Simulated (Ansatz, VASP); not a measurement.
**One calculation of HfSn3S8, two programs**

The input INCAR:

```
  PREC = Accurate
  ENCUT = 520
  EDIFF = 1E-6
  ISMEAR = 0
  SIGMA = 0.1
  LREAL = F
  LASPH = T
  NELM = 80
  ALGO = Normal
  ISIF = 2
  LWAVE = F
  LCHARG = F
  GGA = PE
  NBANDS = 62
```

KPOINTS

```
Automatic mesh
0
Gamma
  3 3 4
```

File POSCAR:

```
HfSn3S8
1.0
    7.3978111000      0.0000000000      0.0000000000
   -3.6989055000      6.4066923000      0.0000000000
    0.0000000000      0.0000000000      6.8166630000
Hf Sn S
1 3 8
Direct
    0.0000000000      0.0000000000      0.0000000000
    0.5000000000      0.5000000000      0.0000000000
    0.5000000000      0.0000000000      0.0000000000
    0.0000000000      0.5000000000      0.0000000000
    0.6693210000      0.8346605000      0.2165610000
    0.6666667000      0.3333333000      0.2148820000
    0.1653395000      0.8346605000      0.2165610000
    0.1653395000      0.3306790000      0.2165610000
    0.8346605000      0.6693210000      0.7834390000
    0.8346605000      0.1653395000      0.7834390000
    0.3333333000      0.6666667000      0.7851180000
    0.3306790000      0.1653395000      0.7834390000
```

Input for Ansatz:

```yaml
crystal:
  lattice:
    - [7.3978111, 0.0, 0.0]
    - [-3.6989055, 6.4066923, 0.0]
    - [0.0, 0.0, 6.816663]
  atoms:
    - { symbol: Hf, position: [0.0, 0.0, 0.0] }
    - { symbol: Sn, position: [0.5, 0.5, 0.0] }
    - { symbol: Sn, position: [0.5, 0.0, 0.0] }
    - { symbol: Sn, position: [0.0, 0.5, 0.0] }
    - { symbol: S, position: [0.669321, 0.8346605, 0.216561] }
    - { symbol: S, position: [0.6666667, 0.3333333, 0.214882] }
    - { symbol: S, position: [0.1653395, 0.8346605, 0.216561] }
    - { symbol: S, position: [0.1653395, 0.330679, 0.216561] }
    - { symbol: S, position: [0.8346605, 0.669321, 0.783439] }
    - { symbol: S, position: [0.8346605, 0.1653395, 0.783439] }
    - { symbol: S, position: [0.3333333, 0.6666667, 0.785118] }
    - { symbol: S, position: [0.330679, 0.1653395, 0.783439] }
basis:
  ecutwfc: 420
kpoints:
  mp_grid: { grid: [3, 3, 4] }
hamiltonian:
  xc: pbe
scf:
  occupations: { method: gaussian, width: 0.1 }
  lower_state_search: "off"
output:
  forces: true
  stress: true
  eigenvalues: true
```

Alike in both runs: task single point; functional PBE; k mesh 3 × 3 × 4; occupations gaussian, width 0.1 eV; no spin polarisation.

```csv
,VASP,Ansatz
version,VASP 6.6.1,Ansatz 0.2.0
potentials or method,"VASP PAW PBE potentials, release 64 (Hf_pv, Sn_d, S), cutoff 520 eV","scalar-relativistic, plane waves, PAW"
valence electrons in the cell,100,116
```

Ansatz gave:

* gap on the k mesh at the Fermi level (eV): 0.87
* least direct gap on the mesh (eV): 0.96
* pressure (GPa): 0.0
* rms of the force components (eV/Å): 0.003

Task: What did VASP give for the same quantities?

Result: gap on the k mesh at the Fermi level (eV): 0.89; least direct gap on the mesh (eV): 0.97; pressure (GPa): -0.2; rms of the force components (eV/Å): 0.018.

Atom by atom the forces differ by 0.017 eV/Å (rms over components). VASP's potentials hold 100 valence electrons a cell and Ansatz's 116, so a difference there can come from the potentials and not from the codes.

Spin-orbit coupling is off throughout.
